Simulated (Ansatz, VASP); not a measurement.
**One calculation of HgTe, two programs**

```
Hg Te
1.0
     0.00000    3.22350    3.32021
     3.22350    0.00000    3.32021
     3.22350    3.22350    0.00000
Hg Te
1 1
Cartesian
  0.0000 0.0000 0.0000
  1.6118 1.6118 1.6601
```

Change from the starting cell: z stretched by +3 %, ions relaxed.

Alike in both runs: functional PBE; k mesh 13 × 13 × 13; occupations fermi-dirac, width 0.05 eV; no spin polarisation.

Ansatz relaxed the structure, and its values are those at the end. VASP's run is a single point on that final structure, the one shown.

|  | VASP | Ansatz |
| --- | --- | --- |
| version | VASP 6.6.1 | Ansatz 0.2.0 |
| potentials or method | VASP PAW PBE potentials, release 64 (Hg, Te) | plane-wave PAW, scalar-relativistic |
| plane-wave cutoff (eV) | 520 | 420 |
| valence electrons in the cell | 18 | 36 |

```tsv
	VASP	Ansatz	Ansatz less VASP
pressure (GPa)	2.6	2.6	-0.06
```

VASP's potentials hold 18 valence electrons a cell and Ansatz's 36, so a difference there can come from the potentials and not from the codes. Ansatz's warnings: stress scf threshold loose.

Spin-orbit coupling is off throughout.
